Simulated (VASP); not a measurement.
A run of VASP 6.6.1 is set up as follows.

INCAR

```
SYSTEM = Ru
PREC = Accurate ; ENCUT = 520
EDIFF = 1E-7 ; ISMEAR = 0
SIGMA = 0.1 ; LREAL = .False.
LASPH = .True. ; NELM = 100
ALGO = Normal ; ISIF = 2
LWAVE = .False. ; LCHARG = .False.
GGA = PE ; NBANDS = 21
```

Contents of KPOINTS:

```
regular mesh
0
Gamma
  18 18 10
  0 0 0
```

Contents of POSCAR:

```
Ru
1.0
    2.7199735598      0.0000000000      0.0000000000
   -1.3599867799      2.3555662004      0.0000000000
    0.0000000000      0.0000000000      4.2967628235
Ru
2
Direct
    0.3333333333      0.6666666667      0.2500000000
    0.6666666667      0.3333333333      0.7500000000
```

Potentials or basis: VASP PAW PBE potentials, release 64 (Ru_pv).

Run with:

```console
$ cat potpaw_PBE.64/Ru_pv/POTCAR > POTCAR
$ mpirun -np 1 vasp_std > vasp.out
```

**Question.** Predict the pressure.

**Answer.** -0.1 GPa.

**Question.** Estimate the band gap on the k mesh.

**Answer.** Zero (bands 14 and 15 overlap by 3.07 eV).
